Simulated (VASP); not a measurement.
# Ag (P6_3/mmc) in VASP: settings compared

Aim: see how the results for Ag move with the level of theory and the settings. Levels: PBE, LDA, r2SCAN. Tasks: single point, relaxation of cell and atoms.

All numbers are computed with VASP 6.6.1; they aren't measurements. Logs are shortened: lines on timing, memory, paths and dates and some standing lists are left out, and cuts for length are marked.

### 1 The cell of the first run

Symmetry: P6_3/mmc, No. 194, hexagonal system. The conventional cell has a = 2.922 Å, b = 2.922 Å, c = 4.702 Å, α = 90.00°, β = 90.00°, γ = 120.00°. Within 3.8 Å of Ag (site symmetry -6m2) lie 12 Ag at 2.89 to 2.92 Å.

This isn't the form of Ag at room conditions, which is fcc.

### 2 Single point, PBE

INCAR reads:

```
  ALGO = Normal
  EDIFF = 1E-6
  ENCUT = 500
  GGA = PE
  GGA_COMPAT = F
  ISIF = 2
  ISMEAR = -4
  LASPH = T
  LCHARG = F
  LREAL = F
  LWAVE = F
  NBANDS = 18
  NELM = 120
  PREC = Accurate
  SIGMA = 0.1
```

KPOINTS reads:

```
k-points
0
Gamma
  6 6 4
```

POSCAR reads:

```
Ag
1.0
    2.9222991408      0.0000000000      0.0000000000
   -1.4611495704      2.5307852934      0.0000000000
    0.0000000000      0.0000000000      4.7016618100
Ag
2
Direct
    0.3333333333      0.6666666667      0.2500000000
    0.6666666667      0.3333333333      0.7500000000
```

Potentials or basis: VASP PAW PBE potentials, release 64 (Ag).

On the command line:

```bash
$ cat potpaw_PBE.64/Ag/POTCAR > POTCAR
$ mpirun -np 1 vasp_std > vasp.out
```

OUTCAR:

```text
EDIFF = 1E-6
   ENCUT = 500
   GGA = PE
   ISIF = 2
   ISMEAR = -4
   LASPH = T
   LREAL = F
   NELM = 120
   PREC = Accurate

 ion  position               nearest neighbor table
   1  0.333  0.667  0.250-   2 2.89   2 2.89   2 2.89   2 2.89   2 2.89   2 2.89
   2  0.667  0.333  0.750-   1 2.89   1 2.89   1 2.89   1 2.89   1 2.89   1 2.89

  LATTYP: Found a hexagonal cell.
 ALAT       =     2.9222991408
 C/A-ratio  =     1.6088913501

  Lattice vectors:

 A1 = (   2.9222991408,   0.0000000000,   0.0000000000)
 A2 = (  -1.4611495704,   2.5307852934,   0.0000000000)
 A3 = (   0.0000000000,   0.0000000000,   4.7016618100)

Analysis of symmetry for initial positions (statically):
=====================================================================
 Subroutine PRICEL returns:
 Original cell was already a primitive cell.

 Routine SETGRP: Setting up the symmetry group for a
 hexagonal supercell.

 Subroutine GETGRP returns: Found 24 space group operations
 (whereof 12 operations were pure point group operations)
 out of a pool of 24 trial point group operations.

The static configuration has the point symmetry D_3d.
 The point group associated with its full space group is D_6h.

Analysis of symmetry for dynamics (positions and initial velocities):
=====================================================================
 Subroutine PRICEL returns:
 Original cell was already a primitive cell.

 Routine SETGRP: Setting up the symmetry group for a
 hexagonal supercell.

 Subroutine GETGRP returns: Found 24 space group operations
 (whereof 12 operations were pure point group operations)
 out of a pool of 24 trial point group operations.

The dynamic configuration has the point symmetry D_3d.
 The point group associated with its full space group is D_6h.

 Subroutine INISYM returns: Found 24 space group operations
 (whereof 12 operations are pure point group operations),
 and found     1 'primitive' translations

----------------------------------------------------------------------------------------

                                     Primitive cell

  volume of cell :      34.7721

  direct lattice vectors                    reciprocal lattice vectors
     2.922299141  0.000000000  0.000000000     0.342196316  0.197567135  0.000000000
    -1.461149570  2.530785293  0.000000000     0.000000000  0.395134270  0.000000000
     0.000000000  0.000000000  4.701661810     0.000000000  0.000000000  0.212690755

  length of vectors
     2.922299141  2.922299141  4.701661810     0.395134270  0.395134270  0.212690755

  position of ions in fractional coordinates (direct lattice)
     0.333333333  0.666666667  0.250000000
     0.666666667  0.333333333  0.750000000

  ion indices of the primitive-cell ions
   primitive index   ion index
                 1           1
                 2           2

----------------------------------------------------------------------------------------

 KPOINTS: k-points

Automatic generation of k-mesh.
 Grid dimensions read from file:
 generate k-points for:    6    6    4

 Generating k-lattice:

  Cartesian coordinates                     Fractional coordinates (reciprocal lattice)
     0.057032719  0.032927856  0.000000000     0.166666667  0.000000000  0.000000000
     0.000000000  0.065855712  0.000000000     0.000000000  0.166666667  0.000000000
     0.000000000  0.000000000  0.053172689     0.000000000  0.000000000  0.250000000

  Length of vectors
     0.065855712  0.065855712  0.053172689

  Shift w.r.t. Gamma in fractional coordinates (k-lattice)
     0.000000000  0.000000000  0.000000000

 TETIRR: Found    142 inequivalent tetrahedra from      864

 Subroutine IBZKPT returns following result:
 ===========================================

 Found     21 irreducible k-points:

 Following reciprocal coordinates:
            Coordinates               Weight
  0.000000  0.000000  0.000000      1.000000
  0.166667  0.000000  0.000000      6.000000
  0.333333  0.000000  0.000000      6.000000
  0.500000  0.000000  0.000000      3.000000
  0.166667  0.166667  0.000000      6.000000
  0.333333  0.166667  0.000000     12.000000
[... 13 lines left out ...]
  0.333333  0.166667  0.500000     12.000000
  0.333333  0.333333  0.500000      2.000000
   k-points           NKPTS =     21   k-points in BZ     NKDIM =     21   number of bands    NBANDS=     18
   number of dos      NEDOS =    301   number of ions     NIONS =      2
   total plane-waves  NPLWV =  20736
   dimension x,y,z NGX =    24 NGY =   24 NGZ =   36
   dimension x,y,z NGXF=    48 NGYF=   48 NGZF=   72
   ions per type =               2
   NGX,Y,Z   is equivalent  to a cutoff of  13.65, 13.65, 12.73 a.u.
   NGXF,Y,Z  is equivalent  to a cutoff of  27.31, 27.31, 25.46 a.u.
 SYSTEM =  unknown system
   PREC   = accura    normal or accurate (medium, high low for compatibility)
   ISTART =      0    job   : 0-new  1-cont  2-samecut
   ICHARG =      2    charge: 1-file 2-atom 10-const
   ISPIN  =      1    spin polarized calculation?
   LNONCOLLINEAR =      F non collinear calculations
   LSORBIT =      F    spin-orbit coupling
   LASPH  =      T    aspherical Exc in radial PAW
   ENCUT  =  500.0 eV  36.75 Ry    6.06 a.u.   5.33  5.33  8.57*2*pi/ulx,y,z
   NELM   =    120;   NELMIN=  2; NELMDL= -5     # of ELM steps
   EDIFF  = 0.1E-05   stopping-criterion for ELM
   LREAL  =      F    real-space projection
   EDIFFG = 0.1E-04   stopping-criterion for IOM
   NSW    =      0    number of steps for IOM
   IBRION =     -1    ionic relax: 0-MD 1-quasi-New 2-CG
   NFREE  =      0    steps in history (QN), initial steepest desc. (CG)
   ISIF   =      2    stress and relaxation
   ISYM   =      2    0-nonsym 1-usesym 2-fastsym
   POTIM  = 0.5000    time-step for ionic-motion
   TEBEG  =    0.0;   TEEND  =   0.0 temperature during run
   PSTRESS=    0.0 pullay stress
   NELECT =      22.0000    total number of electrons
   NUPDOWN=      -1.0000    fix difference up-down
   EMIN   =  10.00;   EMAX   =-10.00  energy-range for DOS
   EFERMI =   0.00;   METHOD = LEGACY
   ISMEAR =    -4;   SIGMA  =   0.10  broadening in eV -4-tet -1-fermi 0-gaus
   EFERMI_NEDOS =   21; number of points for ismear=-14 and -15
   IALGO  =     38    algorithm
   IMIX   =      4    mixing-type and parameters
     AMIX     =   0.40;   BMIX     =  1.00
     AMIX_MAG =   1.60;   BMIX_MAG =  1.00
  volume/ion in A,a.u.               =      17.39       117.33
  Fermi-wavevector in a.u.,A,eV,Ry     =   1.405417  2.655853 26.874194  1.975198
  Thomas-Fermi vector in A             =   2.527880
   LORBIT       =      0    0 simple, 1 ext, 2 COOP (PROOUT), +10 PAW based schemes
   GGA     = PE    functional components
   LHFCALC =     F    Hartree Fock is set to
   AEXX    =    0.0000 exact exchange contribution
   IVDW    =     0    specifies the selected vdW correction
   LEPSILON=     F    determine dielectric tensor
   LRPA    =     F    only Hartree local field effects (RPA)
 non-spin polarized calculation
 Fermi weights with tetrahedron method witout Bloechl corrections
  energy-cutoff  :      500.00
  volume of cell :       34.77
 maximum number of plane-waves:       905
 NGX is ok and might be reduce to    24
   NGX = 11   NGY = 11   NGZ = 17

 number of electron      22.0000012 magnetization

 Free energy of the ion-electron system (eV)
  ---------------------------------------------------
  ext. energy  EPLUGINS =         0.00000000
  ---------------------------------------------------
  free energy    TOTEN  =        -5.01015551 eV

  energy without entropy =       -5.01015551  energy(sigma->0) =       -5.01015551

 E-fermi :   8.1496     XC(G=0): -12.0993

 val. band max:        8.2948250126   @ k =   0.5000   0.0000   0.2500
 cond. band min:       8.8829440936   @ k =   0.1667   0.1667   0.2500
 fundamental gap:      0.5881190809
 Fermi energy:         8.1495804677

 k-point     1 :       0.0000    0.0000    0.0000
  band No.  band energies     occupation
      1       0.5330      2.00000
      2       1.8739      2.00000
      3       3.4511      2.00000
      4       3.4920      2.00000
      5       3.4920      2.00000
      6       3.7346      2.00000
[... 10 lines left out ...]
     17      25.9628      0.00000
     18      25.9628      0.00000

 k-point     2 :       0.1667    0.0000    0.0000
  band No.  band energies     occupation
      1       1.2363      2.00000
      2       2.2115      2.00000
      3       3.1471      2.00000
      4       3.5814      2.00000
      5       3.5992      2.00000
      6       3.7996      2.00000
[... 10 lines left out ...]
     17      25.6462      0.00000
     18      26.2877      0.00000

 k-point     3 :       0.3333    0.0000    0.0000
  band No.  band energies     occupation
      1       2.1213      2.00000
      2       2.2805      2.00000
      3       2.6424      2.00000
      4       3.4772      2.00000
      5       3.6720      2.00000
      6       3.7519      2.00000
[... 10 lines left out ...]
     17      21.4702      0.00000
     18      24.7679      0.00000

 k-point     4 :       0.5000    0.0000    0.0000
  band No.  band energies     occupation
      1       1.9360      2.00000
      2       2.2640      2.00000
      3       2.2764      2.00000
      4       3.3369      2.00000
      5       3.7474      2.00000
      6       3.9327      2.00000
[... 312 lines left out ...]
      4       3.2289      2.00000
      5       3.3083      2.00000
      6       3.3083      2.00000
[... 10 lines left out ...]
     17      21.0921      0.00000
     18      21.0921      0.00000

 k-point    20 :       0.3333    0.1667    0.5000
  band No.  band energies     occupation
      1       2.2970      2.00000
      2       2.2970      2.00000
      3       2.9022      2.00000
      4       2.9022      2.00000
      5       3.8382      2.00000
      6       3.8382      2.00000
[... 10 lines left out ...]
     17      22.7487      0.00000
     18      22.7487      0.00000

 k-point    21 :       0.3333    0.3333    0.5000
  band No.  band energies     occupation
      1       2.6064      2.00000
      2       2.6064      2.00000
      3       3.0282      2.00000
      4       3.0282      2.00000
      5       3.5780      2.00000
      6       3.5780      2.00000
[... 10 lines left out ...]
     17      24.7898      0.00000
     18      24.7898      0.00000

------------------------ aborting loop because EDIFF is reached ----------------------------------------

  FORCE on cell =-STRESS in cart. coord.  units (eV):
  Direction    XX          YY          ZZ          XY          YZ          ZX
  --------------------------------------------------------------------------------------
  -------------------------------------------------------------------------------------
  Total        0.7923857      0.7923857      0.7052476      0.0000000      0.0000000      0.0000000
  in kB       36.5103364     36.5103364     32.4953196      0.0000000      0.0000000      0.0000000
  external PRESSURE =      35.1719975 kB  Pullay stress =       0.0000000 kB

 VOLUME and BASIS-vectors are now :
 -----------------------------------------------------------------------------
  energy-cutoff  :      500.00
  volume of cell :       34.77
      direct lattice vectors                 reciprocal lattice vectors
     2.922299141  0.000000000  0.000000000     0.342196316  0.197567135  0.000000000
    -1.461149570  2.530785293  0.000000000     0.000000000  0.395134270  0.000000000
     0.000000000  0.000000000  4.701661810     0.000000000  0.000000000  0.212690755

 POSITION                                       TOTAL-FORCE (eV/Angst)
 -----------------------------------------------------------------------------------
     -0.00000      1.68719      1.17542        -0.000000      0.000000      0.000000
      1.46115      0.84360      3.52625         0.000000     -0.000000      0.000000
 -----------------------------------------------------------------------------------
    total drift:                               -0.000000      0.000000     -0.000000

  FREE ENERGIE OF THE ION-ELECTRON SYSTEM (eV)
  ---------------------------------------------------
  free  energy   TOTEN  =        -5.0101555110 eV

  energy  without entropy=       -5.0101555110  energy(sigma->0) =       -5.01015551
```

Run time: 19 s. Hardware: 1 thread of AMD EPYC 7R43 (Zen 3), shared host; peak memory 0.11 GiB.

What came out:

* Free energy: -5.0102 eV
* Pressure: 3.5 GPa
* Band gap on the k mesh: zero (bands 11 and 12 overlap by 7.40 eV)

Levels at points of the mesh, in eV from the Fermi level:
```csv
k point,band 7,band 8,band 9,band 10,band 11,band 12,band 13,band 14,band 15,band 16
"(0.00, 0.00, 0.00)",-4.41,-4.15,-4.15,-3.12,-3.12,-0.23,3.69,15.50,17.76,17.79
"(0.50, 0.00, 0.00)",-3.81,-3.03,-2.91,-2.88,0.07,1.44,6.91,7.14,9.33,10.36
"(0.00, 0.00, 0.50)",-4.46,-4.46,-3.42,-3.42,-3.42,-3.42,11.33,11.33,15.86,15.86
"(0.50, 0.00, 0.50)",-3.16,-3.16,-2.93,-2.93,0.78,0.78,4.45,4.45,13.37,13.37
```

Caveat: the k points lie up to 0.41 Å⁻¹ apart, too coarse for converged energies and pressures of a metal; tetrahedron occupations give inexact forces and stress in metals.

### 3 Relaxation of cell and atoms, LDA

INCAR reads:

```
PREC = Accurate ; ENCUT = 500
EDIFF = 1E-7 ; ISMEAR = -1
SIGMA = 0.008617333262145177 ; LREAL = False
LASPH = True ; NELM = 120
ALGO = Normal ; ISIF = 3
LWAVE = False ; LCHARG = False
IBRION = 2 ; NSW = 30
EDIFFG = -0.07 ; GGA_COMPAT = False
NELMIN = 4
```

KPOINTS reads:

```
regular mesh
0
Gamma
  3 3 2
```

POSCAR is that of step 2.

Potentials or basis: VASP PAW LDA potentials, release 64 (Ag).

On the command line:

```bash
$ cat potpaw_LDA.64/Ag/POTCAR > POTCAR
$ mpirun -np 1 vasp_std > vasp.out
```

Run time: 13 s. Hardware: 1 thread of AMD EPYC 7R43 (Zen 3), shared host; peak memory 0.1 GiB.

Results (log left out):

| Item | Value |
| --- | --- |
| Free energy | -7.7608 eV |
| Relaxed volume | 15.96 Å³/atom |
| Relaxed cell | a = 2.837 Å, b = 2.837 Å, c = 4.580 Å, α = 90.00°, β = 90.00°, γ = 120.00° |
| Space group after relaxing (to 0.1 Å) | P6_3/mmc (No. 194) |
| Energy gained by relaxing | 47.2 meV/atom |
| Ionic steps | 3 |
| Pressure after relaxing | -0.1 GPa |
| Band gap on the k mesh | zero (bands 11 and 12 overlap by 7.65 eV) |

Stress tensor (GPa, compression positive):
```
-0.38  0.00  0.00
 0.00 -0.38  0.00
 0.00  0.00  0.54
```

The path:
```tsv
step	energy change (eV)	largest force (eV/Å)	pressure (GPa)	volume (Å³)
1	0.0000	0.0000	-9.53	34.77
2	-0.0258	0.0000	11.47	29.82
3	-0.0945	0.0000	-0.08	31.92
```

Final structure:
```
CELL_PARAMETERS angstrom
2.83696 0.00000 0.00000
-1.41848 2.45688 0.00000
0.00000 0.00000 4.57961
ATOMIC_POSITIONS crystal
Ag 0.33333 0.66667 0.25000
Ag 0.66667 0.33333 0.75000
```

Levels at points of the mesh, in eV from the Fermi level:
```csv
k point,band 8,band 9,band 10,band 11,band 12,band 13,band 14,band 15
"(0.00, 0.00, 0.00)",-2.86,-2.86,-1.66,-1.66,0.91,5.55,17.23,19.47
"(0.00, 0.00, 0.50)",-3.36,-2.01,-2.01,-2.01,-2.01,13.35,13.35,17.59
```

Caveat: the k points lie up to 0.85 Å⁻¹ apart in the final cell, too coarse for converged energies and pressures of a metal.

### 4 Single point, r2SCAN

POSCAR is that of step 3.

INCAR.step1 reads:

```
SYSTEM = Ag
ALGO = Normal
EDIFF = 1E-5
ENCUT = 550
GGA = PE
GGA_COMPAT = .False.
ISMEAR = 0
LASPH = .True.
LCHARG = .False.
LREAL = .False.
LWAVE = .True.
NBANDS = 18
NELECT = 21.5
NELM = 120
PREC = Accurate
SIGMA = 0.1
```

INCAR.step2 reads:

```
SYSTEM = Ag
ALGO = Normal
EDIFF = 1E-6
ENCUT = 550
GGA_COMPAT = .False.
ISIF = 2
ISMEAR = 0
ISTART = 1
LASPH = .True.
LCHARG = .False.
LMIXTAU = .True.
LREAL = .False.
LWAVE = .False.
METAGGA = R2SCAN
NBANDS = 18
NELECT = 21.5
NELM = 120
PREC = Accurate
SIGMA = 0.1
```

KPOINTS reads:

```
k-points
0
Gamma
  6 6 4
  0 0 0
```

Potentials or basis: VASP PAW PBE potentials, release 64 (Ag).

On the command line:

```bash
$ cat potpaw_PBE.64/Ag/POTCAR > POTCAR
$ cp INCAR.step1 INCAR
$ mpirun -np 1 vasp_std > vasp.out
$ cp INCAR.step2 INCAR
$ mpirun -np 1 vasp_std > vasp.out
```

It took 64 s on 1 thread of AMD EPYC 7R43 (Zen 3), shared host; peak memory 0.12 GiB.

The run converged. Its results:

| Property | Result |
| --- | --- |
| Free energy | -46.5919 eV |

Levels at points of the mesh, in eV from the Fermi level:
| k point | band 7 | band 8 | band 9 | band 10 | band 11 | band 12 | band 13 | band 14 | band 15 | band 16 |
| --- | --- | --- | --- | --- | --- | --- | --- | --- | --- | --- |
| (0.00, 0.00, 0.00) | -4.10 | -3.80 | -3.80 | -2.76 | -2.76 | 0.78 | 4.54 | 17.00 | 19.26 | 19.27 |
| (0.50, 0.00, 0.00) | -3.35 | -2.71 | -2.56 | -2.55 | 0.92 | 2.25 | 7.99 | 8.26 | 10.43 | 11.56 |
| (0.00, 0.00, 0.50) | -3.88 | -3.88 | -3.07 | -3.07 | -3.07 | -3.07 | 12.55 | 12.55 | 17.35 | 17.35 |
| (0.50, 0.00, 0.50) | -2.78 | -2.78 | -2.61 | -2.61 | 1.74 | 1.74 | 5.35 | 5.35 | 14.68 | 14.68 |

Caveat: the k points lie up to 0.41 Å⁻¹ apart; the cell carries a net charge on a neutralising background, which shifts energy and pressure; the cell is charged against a uniform background, so pressure and absolute levels hang on convention; the PAW data sets were made with another functional, which shifts forces and pressure a little.

The gap in the log of VASP goes by the Fermi energy; the results here count the filled bands.